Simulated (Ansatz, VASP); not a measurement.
**Two plane-wave programs on Si4Mo**

```
Si Mo
1.0
     2.37722   -3.98793   -0.08139
     2.37722    3.98793   -0.08139
    -2.22783    0.00000    4.37796
Si Mo
4 1
Direct
  0.00000 0.00000 0.00000
  0.32971 0.67029 0.50000
  0.67029 0.32971 0.50000
  0.50000 0.50000 0.00000
  0.00000 0.00000 0.50000
```

Alike in both runs: functional PBE; k mesh 4 × 4 × 4; occupations gaussian, width 0.2 eV; no spin polarisation.

Ansatz relaxed the structure, and its values are those at the end. VASP's run is a single point on that final structure, the one shown.

```csv
,VASP,Ansatz
version,VASP 6.6.1,Ansatz 0.2.0
potentials or method,"VASP PAW PBE potentials, release 64 (Si, Mo_sv), cutoff 520 eV","scalar-relativistic, plane waves, PAW"
valence electrons in the cell,30,30
```

|  | VASP | Ansatz | Ansatz less VASP |
| --- | --- | --- | --- |
| gap on the k mesh at the Fermi level (eV) | none | none | - |
| pressure (GPa) | 0.1 | 0.1 | -0.04 |
| rms of the force components (eV/Å) | 0.003 | 0.004 | +0.0014 |

A gap of «none» marks a metal or a gap that the smearing closes.

The k mesh is coarse, so the values compare programs but aren't converged.
